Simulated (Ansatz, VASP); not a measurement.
SrO in VASP and in Ansatz

```
Sr O
1.0
     0.00000    2.51497    2.67212
     2.51497    0.00000    2.67212
     2.51497    2.51497    0.00000
Sr O
1 1
Direct
  0.50000 0.50000 0.50000
  0.00000 0.00000 0.00000
```

Alike in both runs: task single point; functional PBE; k mesh 6 × 6 × 6; occupations gaussian, width 0.05 eV; no spin polarisation.

|  | VASP | Ansatz |
| --- | --- | --- |
| version | VASP 6.6.1 | Ansatz 0.2.0 |
| potentials or method | VASP PAW PBE potentials, release 64 (Sr_sv, O), cutoff 600 eV | plane waves, PAW |
| valence electrons in the cell | 16 | 16 |

|  | VASP | Ansatz | Ansatz less VASP |
| --- | --- | --- | --- |
| pressure (GPa) | 4.6 | 4.1 | -0.54 |
| traceless stress, the component that is largest in VASP (GPa) | -5.46 | -5.19 | +0.275 |

The functional is the same, so the differences come from potentials, cutoffs and numerics.
